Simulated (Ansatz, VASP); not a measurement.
# TiN in VASP and in Ansatz

```
CELL_PARAMETERS angstrom
0.00000 2.08664 2.08664
2.08664 0.00000 2.08664
2.08664 2.08664 0.00000
ATOMIC_POSITIONS crystal
Ti 0.00000 0.00000 0.00000
N 0.50000 0.50000 0.50000
```

Alike in both runs: functional LDA; k mesh 16 × 16 × 16; occupations fermi-dirac, width 0.15 eV; no spin polarisation.

Ansatz relaxed the structure, and its values are those at the end. VASP's run is a single point on that final structure, the one shown.

```csv
,VASP,Ansatz
version,VASP 6.6.1,Ansatz 0.2.0
potentials or method,"VASP PAW LDA potentials, release 64 (Ti_sv, N), cutoff 520 eV","scalar-relativistic, plane waves, PAW"
valence electrons in the cell,17,17
```

|  | VASP | Ansatz | Ansatz less VASP |
| --- | --- | --- | --- |
| gap on the k mesh at the Fermi level (eV) | none | none | - |
| pressure (GPa) | 1.0 | 0.0 | -1.01 |

Ansatz warns that its potentials were made for another functional, while VASP's fit it. LDA's correlation is that of Perdew and Zunger in VASP and of Perdew and Wang (1992) in Ansatz. A gap of «none» marks a metal or a gap that the smearing closes.
